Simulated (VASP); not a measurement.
Crystal: TiAl.

```
Ti Al
1.0
     2.92350    0.00000    0.00000
    -1.46175    2.53182    0.00000
     0.00000    0.00000    4.76983
Ti Al
1 1
Cartesian
  0.0000 0.0000 0.0000
  0.0000 1.6879 2.3849
```

Base run:

```yaml
Program: VASP 6.6.1
Functional: r2SCAN
Potentials_or_basis: VASP PAW PBE potentials, release 64 (Ti_sv, Al)
Cutoff: 520 eV
k_mesh: 11 × 11 × 6
Occupations: fermi-dirac, width 0.05 eV
Spin: no spin polarisation
```

Its results: pressure -6.7 GPa.

Question: The run is repeated on the same cell with these changes: functional from r2SCAN to PBE. What comes out?

Answer: Pressure -5.3 GPa.

Caveats: the PAW data sets were made with another functional, which shifts forces and pressure a little (some runs).
